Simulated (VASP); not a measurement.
# Li (Fm-3m) in VASP: a series of runs

Li is run at these levels: r2SCAN; tasks: single point, relaxation of cell and atoms.

Everything below comes from runs of VASP 6.6.1. Logs are shortened: lines on timing, memory, paths and dates and some standing lists are left out, and cuts for length are marked.

### Step 1. The cell of the first run

Symmetry: Fm-3m, No. 225, cubic system. The conventional cell has a = 4.377 Å, b = 4.377 Å, c = 4.377 Å, α = 90.00°, β = 90.00°, γ = 90.00°. Within 4.1 Å of Li (site symmetry m-3m) lie 12 Li at 3.09 Å.

This isn't the form of Li at room conditions, which is bcc.

### Step 2. Single point, r2SCAN

File POSCAR:

```
Li
1.0
    0.0000000000      2.1882611579      2.1882611579
    2.1882611579      0.0000000000      2.1882611579
    2.1882611579      2.1882611579      0.0000000000
Li
1
Direct
    0.0000000000      0.0000000000      0.0000000000
```

File INCAR.step1:

```
PREC = Accurate
ENCUT = 830
ISMEAR = -1
SIGMA = 0.05
LREAL = F
LASPH = T
NELM = 120
NBANDS = 8
GGA = PE
ALGO = Normal
EDIFF = 1E-5
LWAVE = T
LCHARG = F
GGA_COMPAT = F
```

File INCAR.step2:

```
PREC = Accurate
ENCUT = 830
EDIFF = 1E-6
ISMEAR = -1
SIGMA = 0.05
LREAL = F
LASPH = T
NELM = 120
ALGO = Normal
ISIF = 2
LWAVE = F
LCHARG = F
METAGGA = R2SCAN
LMIXTAU = T
NBANDS = 8
ISTART = 1
GGA_COMPAT = F
```

File KPOINTS:

```
regular mesh
0
Gamma
  7 7 7
```

Potentials or basis: VASP PAW PBE potentials, release 64 (Li_sv).

Launch:

```
$ cat potpaw_PBE.64/Li_sv/POTCAR > POTCAR
$ cp INCAR.step1 INCAR
$ mpirun -np 1 vasp_std > vasp.out
$ cp INCAR.step2 INCAR
$ mpirun -np 1 vasp_std > vasp.out
```

OUTCAR:

```text
PREC = Accurate
   ENCUT = 830
   EDIFF = 1E-6
   ISMEAR = -1
   LREAL = F
   LASPH = T
   NELM = 120
   ISIF = 2
   METAGGA = R2SCAN
   ISTART = 1

 ion  position               nearest neighbor table
   1  0.000  0.000  0.000-

  LATTYP: Found a face centered cubic cell.
 ALAT       =     4.3765223158

  Lattice vectors:

 A1 = (   0.0000000000,   2.1882611579,   2.1882611579)
 A2 = (   2.1882611579,   0.0000000000,   2.1882611579)
 A3 = (   2.1882611579,   2.1882611579,   0.0000000000)

Analysis of symmetry for initial positions (statically):
=====================================================================
 Subroutine PRICEL returns:
 Original cell was already a primitive cell.

 Routine SETGRP: Setting up the symmetry group for a
 face centered cubic supercell.

 Subroutine GETGRP returns: Found 48 space group operations
 (whereof 48 operations were pure point group operations)
 out of a pool of 48 trial point group operations.

The static configuration has the point symmetry O_h .

Analysis of symmetry for dynamics (positions and initial velocities):
=====================================================================
 Subroutine PRICEL returns:
 Original cell was already a primitive cell.

 Routine SETGRP: Setting up the symmetry group for a
 face centered cubic supercell.

 Subroutine GETGRP returns: Found 48 space group operations
 (whereof 48 operations were pure point group operations)
 out of a pool of 48 trial point group operations.

The dynamic configuration has the point symmetry O_h .

 Subroutine INISYM returns: Found 48 space group operations
 (whereof 48 operations are pure point group operations),
 and found     1 'primitive' translations

----------------------------------------------------------------------------------------

                                     Primitive cell

  volume of cell :      20.9569

  direct lattice vectors                    reciprocal lattice vectors
     0.000000000  2.188261158  2.188261158    -0.228491923  0.228491923  0.228491923
     2.188261158  0.000000000  2.188261158     0.228491923 -0.228491923  0.228491923
     2.188261158  2.188261158  0.000000000     0.228491923  0.228491923 -0.228491923

  length of vectors
     3.094668608  3.094668608  3.094668608     0.395759620  0.395759620  0.395759620

[... 72 lines left out ...]
   NELM   =    120;   NELMIN=  2; NELMDL=  0     # of ELM steps
   EDIFF  = 0.1E-05   stopping-criterion for ELM
   LREAL  =      F    real-space projection
   EDIFFG = 0.1E-04   stopping-criterion for IOM
   NSW    =      0    number of steps for IOM
   IBRION =     -1    ionic relax: 0-MD 1-quasi-New 2-CG
   NFREE  =      0    steps in history (QN), initial steepest desc. (CG)
   ISIF   =      2    stress and relaxation
   ISYM   =      2    0-nonsym 1-usesym 2-fastsym
   POTIM  = 0.5000    time-step for ionic-motion
   TEBEG  =    0.0;   TEEND  =   0.0 temperature during run
   PSTRESS=    0.0 pullay stress
   NELECT =       3.0000    total number of electrons
   NUPDOWN=      -1.0000    fix difference up-down
   EMIN   =  10.00;   EMAX   =-10.00  energy-range for DOS
   EFERMI =   0.00;   METHOD = LEGACY
   ISMEAR =    -1;   SIGMA  =   0.05  broadening in eV -4-tet -1-fermi 0-gaus
   EFERMI_NEDOS =   21; number of points for ismear=-14 and -15
   IALGO  =     38    algorithm
   IMIX   =      4    mixing-type and parameters
     AMIX     =   0.40;   BMIX     =  1.00
     AMIX_MAG =   1.60;   BMIX_MAG =  1.00
  volume/ion in A,a.u.               =      20.96       141.42
  Fermi-wavevector in a.u.,A,eV,Ry     =   0.856392  1.618347  9.978619  0.733408
  Thomas-Fermi vector in A             =   1.973287
   LORBIT       =      0    0 simple, 1 ext, 2 COOP (PROOUT), +10 PAW based schemes
   METAGGA = R2SCAN    functional components
   LHFCALC =     F    Hartree Fock is set to
   AEXX    =    0.0000 exact exchange contribution
   IVDW    =     0    specifies the selected vdW correction
   LEPSILON=     F    determine dielectric tensor
   LRPA    =     F    only Hartree local field effects (RPA)
 non-spin polarized calculation
  energy-cutoff  :      830.00
  volume of cell :       20.96
 maximum number of plane-waves:      1154
 NGX is ok and might be reduce to    30
   NGX = 15   NGY = 15   NGZ = 15

 number of electron       2.9999999 magnetization

 Free energy of the ion-electron system (eV)
  ---------------------------------------------------
  ext. energy  EPLUGINS =         0.00000000
  ---------------------------------------------------
  free energy    TOTEN  =        -2.40349241 eV

  energy without entropy =       -2.40082914  energy(sigma->0) =       -2.40216077

 E-fermi :   0.7863     XC(G=0):  -7.3602

 val. band max:        0.2652842066   @ k =   0.4286   0.2857   0.0000
 cond. band min:       0.9128956253   @ k =  -0.2857   0.2857   0.0000
 fundamental gap:      0.6476114187
 Fermi energy:         0.7862539320

 k-point     1 :       0.0000    0.0000    0.0000
  band No.  band energies     occupation
      1     -47.5643      2.00000
      2      -3.2989      2.00000
      3      16.1441      0.00000
      4      16.1441      0.00000
      5      16.1441      0.00000
      6      19.5116      0.00000
      7      19.5116      0.00000
      8      19.5116      0.00000
[... 199 lines left out ...]
 k-point    20 :      -0.2857    0.4286    0.1429
  band No.  band energies     occupation
      1     -47.5425      2.00000
      2       3.4790      0.00000
      3       3.8951      0.00000
      4       6.5614      0.00000
      5      10.1179      0.00000
      6      17.4387      0.00000
      7      20.9169      0.00000
      8      22.9499      0.00000

------------------------ aborting loop because EDIFF is reached ----------------------------------------

  FORCE on cell =-STRESS in cart. coord.  units (eV):
  Direction    XX          YY          ZZ          XY          YZ          ZX
  --------------------------------------------------------------------------------------
  -------------------------------------------------------------------------------------
  Total       -0.0239965     -0.0239965     -0.0239965     -0.0000000      0.0000000     -0.0000000
  in kB       -1.8345562     -1.8345562     -1.8345562     -0.0000000      0.0000000     -0.0000000
  external PRESSURE =      -1.8345562 kB  Pullay stress =       0.0000000 kB

 VOLUME and BASIS-vectors are now :
 -----------------------------------------------------------------------------
  energy-cutoff  :      830.00
  volume of cell :       20.96
      direct lattice vectors                 reciprocal lattice vectors
     0.000000000  2.188261158  2.188261158    -0.228491923  0.228491923  0.228491923
     2.188261158  0.000000000  2.188261158     0.228491923 -0.228491923  0.228491923
     2.188261158  2.188261158  0.000000000     0.228491923  0.228491923 -0.228491923

 POSITION                                       TOTAL-FORCE (eV/Angst)
 -----------------------------------------------------------------------------------
      0.00000      0.00000      0.00000         0.000000      0.000000     -0.000000
 -----------------------------------------------------------------------------------
    total drift:                               -0.000000     -0.000000     -0.000000

  FREE ENERGIE OF THE ION-ELECTRON SYSTEM (eV)
  ---------------------------------------------------
  free  energy   TOTEN  =        -2.4034924099 eV

  energy  without entropy=       -2.4008291399  energy(sigma->0) =       -2.40216077
```

OSZICAR.step1:

```text
N       E                     dE             d eps       ncg     rms          rms(c)
DAV:   1     0.531090959439E+00    0.53109E+00   -0.95337E+02   320   0.351E+02
DAV:   2    -0.186185062573E+01   -0.23929E+01   -0.23857E+01   464   0.402E+01
DAV:   3    -0.192372357274E+01   -0.61873E-01   -0.61872E-01   376   0.481E+00
DAV:   4    -0.192459625265E+01   -0.87268E-03   -0.87268E-03   536   0.549E-01
DAV:   5    -0.192459655922E+01   -0.30657E-06   -0.30670E-06   384   0.139E-02    0.244E-01
DAV:   6    -0.192352315768E+01    0.10734E-02   -0.26989E-04   536   0.649E-02    0.138E-01
DAV:   7    -0.192297828554E+01    0.54487E-03   -0.63327E-04   496   0.102E-01    0.261E-02
DAV:   8    -0.192297619304E+01    0.20925E-05   -0.57351E-06   360   0.219E-02
   1 F= -.19229762E+01 E0= -.19216383E+01  d E =-.267575E-02
```

It took 28 s on 1 thread of AMD EPYC 9R45 (Zen 5), shared host; peak memory 0.13 GiB.

What came out:

```yaml
Free_energy: -2.4035 eV
Pressure: -0.2 GPa
Band_gap_on_the_k_mesh: zero (an odd number of electrons rules out a gap without spin polarisation)
```

Caveat: the PAW data sets were made with another functional, which shifts forces and pressure a little.

### Step 3. Relaxation of cell and atoms, r2SCAN

This run uses another cell than the first one, of 21.59 Å³/atom.

File POSCAR:

```
Li
1.0
    0.0000000000      2.2100000000      2.2100000000
    2.2100000000      0.0000000000      2.2100000000
    2.2100000000      2.2100000000      0.0000000000
Li
1
Direct
    0.0000000000      0.0000000000      0.0000000000
```

File INCAR.step1:

```
SYSTEM = Li
PREC = Accurate ; ENCUT = 830
ISMEAR = -1 ; SIGMA = 0.05
LREAL = .FALSE. ; LASPH = .TRUE.
NELM = 120 ; GGA = PE
ALGO = Normal ; EDIFF = 1E-5
LWAVE = .TRUE. ; LCHARG = .FALSE.
GGA_COMPAT = .FALSE. ; IBRION = 2
ISIF = 3 ; EDIFFG = -0.005
NELMIN = 4 ; NSW = 100
```

File INCAR.step2:

```
SYSTEM = Li
PREC = Accurate ; ENCUT = 830
EDIFF = 1E-7 ; ISMEAR = -1
SIGMA = 0.05 ; LREAL = .FALSE.
LASPH = .TRUE. ; NELM = 120
ALGO = Normal ; ISIF = 3
LWAVE = .FALSE. ; LCHARG = .FALSE.
METAGGA = R2SCAN ; LMIXTAU = .TRUE.
IBRION = 2 ; NSW = 80
EDIFFG = -0.03 ; ISTART = 1
GGA_COMPAT = .FALSE. ; NELMIN = 4
```

File KPOINTS:

```
Automatic mesh
0
G
  7 7 7
  0 0 0
```

Potentials or basis: VASP PAW PBE potentials, release 64 (Li_sv).

Launch:

```
$ cat potpaw_PBE.64/Li_sv/POTCAR > POTCAR
$ cp INCAR.step1 INCAR
$ mpirun -np 1 vasp_std > vasp.out
$ cp INCAR.step2 INCAR
$ mpirun -np 1 vasp_std > vasp.out
```

OUTCAR:

```text
SYSTEM = Li
   PREC = Accurate
   ENCUT = 830
   EDIFF = 1E-7
   ISMEAR = -1
   LREAL = .FALSE.
   LASPH = .TRUE.
   NELM = 120
   ISIF = 3
   METAGGA = R2SCAN
   IBRION = 2
   NSW = 80
   EDIFFG = -0.03
   ISTART = 1
   NELMIN = 4

 ion  position               nearest neighbor table
   1  0.000  0.000  0.000-

  LATTYP: Found a face centered cubic cell.
 ALAT       =     4.4200000000

  Lattice vectors:

 A1 = (   0.0000000000,   2.2100000000,   2.2100000000)
 A2 = (   2.2100000000,   0.0000000000,   2.2100000000)
 A3 = (   2.2100000000,   2.2100000000,   0.0000000000)

[... 171 lines left out ...]

  FORCE on cell =-STRESS in cart. coord.  units (eV):
  Direction    XX          YY          ZZ          XY          YZ          ZX
  --------------------------------------------------------------------------------------
  -------------------------------------------------------------------------------------
  Total       -0.0665680     -0.0665680     -0.0665680     -0.0000000     -0.0000000      0.0000000
  in kB       -4.9404809     -4.9404809     -4.9404809     -0.0000000     -0.0000000      0.0000000
  external PRESSURE =      -4.9404809 kB  Pullay stress =       0.0000000 kB
[... 57 lines left out ...]
--------------------------------------- Ionic step        3  -------------------------------------------

 number of electron       2.9999999 magnetization

 Free energy of the ion-electron system (eV)
  ---------------------------------------------------
  ext. energy  EPLUGINS =         0.00000000
  ---------------------------------------------------
  free energy    TOTEN  =        -2.40359130 eV

  energy without entropy =       -2.40092802  energy(sigma->0) =       -2.40225966

 E-fermi :   0.7938     XC(G=0):  -7.3669

 val. band max:        0.2725794613   @ k =   0.4286   0.2857   0.0000
 cond. band min:       0.9209946059   @ k =  -0.2857   0.2857   0.0000
 fundamental gap:      0.6484151446
 Fermi energy:         0.7938107091

 k-point     1 :       0.0000    0.0000    0.0000
  band No.  band energies     occupation
      1     -47.5511      2.00000
      2      -3.2962      2.00000
      3      16.1805      0.00000
      4      16.1805      0.00000
      5      16.1805      0.00000
[... 178 lines left out ...]
  FREE ENERGIE OF THE ION-ELECTRON SYSTEM (eV)
  ---------------------------------------------------
  free  energy   TOTEN  =        -2.4035913042 eV

  energy  without entropy=       -2.4009280165  energy(sigma->0) =       -2.40225966

 reached required accuracy - stopping structural energy minimisation
```

OUTCAR.step1:

```text
SYSTEM = Li
   PREC = Accurate
   ENCUT = 830
   ISMEAR = -1
   LREAL = .FALSE.
   LASPH = .TRUE.
   NELM = 120
   GGA = PE
   EDIFF = 1E-5
   IBRION = 2
   ISIF = 3
[... 267 lines left out ...]
 cond. band min:       0.9792175145   @ k =  -0.4286   0.1429   0.0000
 fundamental gap:      0.5942214922
 Fermi energy:         0.8538976569

 k-point     1 :       0.0000    0.0000    0.0000
  band No.  band energies     occupation
      1     -45.8706      2.00000
      2      -2.9426      2.00000
      3      15.0398      0.00000
      4      15.0399      0.00000
      5      15.0399      0.00000
[... 178 lines left out ...]
  FREE ENERGIE OF THE ION-ELECTRON SYSTEM (eV)
  ---------------------------------------------------
  free  energy   TOTEN  =        -1.9243810507 eV

  energy  without entropy=       -1.9217157478  energy(sigma->0) =       -1.92304840

 reached required accuracy - stopping structural energy minimisation
```

Run time: 70 s. Hardware: 1 thread of AMD EPYC 9R45 (Zen 5), shared host; peak memory 0.13 GiB.

What came out:

- Free energy: -2.4036 eV
- Relaxed volume: 20.90 Å³/atom
- Relaxed cell: a = 3.092 Å, b = 3.092 Å, c = 3.092 Å, α = 60.00°, β = 60.00°, γ = 60.00°
- Space group after relaxing (to 0.1 Å): Fm-3m (No. 225)
- Energy gained by relaxing: 0.2 meV/atom
- Ionic steps: 3
- Pressure after relaxing: -0.2 GPa
- Band gap on the k mesh: zero (an odd number of electrons rules out a gap without spin polarisation)

The path:
| step | energy change (eV) | largest force (eV/Å) | pressure (GPa) | volume (Å³) |
| --- | --- | --- | --- | --- |
| 1 | 0.0000 | 0.0000 | -0.49 | 21.59 |
| 2 | -0.0003 | 0.0000 | -0.35 | 21.38 |
| 3 | -0.0002 | 0.0000 | -0.17 | 20.90 |

Final structure:
```cif
data_structure
_symmetry_space_group_name_H-M 'P 1'
_symmetry_Int_Tables_number 1
_cell_length_a 3.0918
_cell_length_b 3.0918
_cell_length_c 3.0918
_cell_angle_alpha 60.000
_cell_angle_beta 60.000
_cell_angle_gamma 60.000
_cell_volume 20.90
loop_
_atom_site_label
_atom_site_type_symbol
_atom_site_fract_x
_atom_site_fract_y
_atom_site_fract_z
_atom_site_occupancy
Li1 Li 0.00000 0.00000 0.00000 1
```

Levels at points of the mesh, in eV from the Fermi level:
| k point | band 1 | band 2 | band 3 | band 4 | band 5 |
| --- | --- | --- | --- | --- | --- |
| (0.00, 0.00, 0.00) | -48.34 | -4.09 | 15.39 | 15.39 | 15.39 |

Caveat: the PAW data sets were made with another functional, which shifts forces and pressure a little.

The gap in the log of VASP goes by the Fermi energy; the results here count the filled bands.